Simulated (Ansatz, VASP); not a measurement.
CsPbCl3 in VASP and in Ansatz

INCAR

```
SYSTEM = CsPbCl3
PREC = Accurate
ENCUT = 500
EDIFF = 1E-6
ISMEAR = 0
SIGMA = 0.02
LREAL = .FALSE.
LASPH = .TRUE.
NELM = 120
ALGO = Normal
ISIF = 2
LWAVE = .FALSE.
LCHARG = .TRUE.
GGA = PE
LELF = .TRUE.
LVHAR = .TRUE.
NBANDS = 30
GGA_COMPAT = .FALSE.
```

KPOINTS

```
Automatic mesh
0
G
  6 6 6
  0 0 0
```

POSCAR

```
CsPbCl3
1.0
    5.6181937025      0.0000000000      0.0000000000
    0.0000000000      5.6181937025      0.0000000000
    0.0000000000      0.0000000000      5.6181937025
Cs Pb Cl
1 1 3
Direct
    0.0000000000      0.0000000000      0.0000000000
    0.5000000000      0.5000000000      0.5000000000
    0.5000000000      0.5000000000      0.0000000000
    0.0000000000      0.5000000000      0.5000000000
    0.5000000000      0.0000000000      0.5000000000
```

Input for Ansatz:

```yaml
crystal:
  lattice:
    - [5.6181937025, 0.0, 0.0]
    - [0.0, 5.6181937025, 0.0]
    - [0.0, 0.0, 5.6181937025]
  atoms:
    - { symbol: Cs, position: [0.0, 0.0, 0.0] }
    - { symbol: Pb, position: [0.5, 0.5, 0.5] }
    - { symbol: Cl, position: [0.5, 0.5, 0.0] }
    - { symbol: Cl, position: [0.0, 0.5, 0.5] }
    - { symbol: Cl, position: [0.5, 0.0, 0.5] }
basis:
  ecutwfc: 420
kpoints:
  mp_grid: { grid: [6, 6, 6] }
hamiltonian:
  xc: pbe
scf:
  occupations: { method: gaussian, width: 0.02 }
output:
  forces: true
  stress: true
  eigenvalues: true
```

Alike in both runs: task single point; functional PBE; k mesh 6 × 6 × 6; occupations gaussian, width 0.02 eV; no spin polarisation.

|  | VASP | Ansatz |
| --- | --- | --- |
| version | VASP 6.6.1 | Ansatz 0.2.0 |
| potentials or method | VASP PAW PBE potentials, release 64 (Cs_sv, Pb_d, Cl), cutoff 500 eV | scalar-relativistic, plane waves, PAW |
| valence electrons in the cell | 44 | 44 |

```csv
,VASP,Ansatz,Ansatz less VASP
gap on the k mesh at the Fermi level (eV),1.97,1.96,-0.009
least direct gap on the mesh (eV),1.97,1.96,-0.009
pressure (GPa),1.5,1.6,+0.06
```

Neither program's run includes spin-orbit coupling.
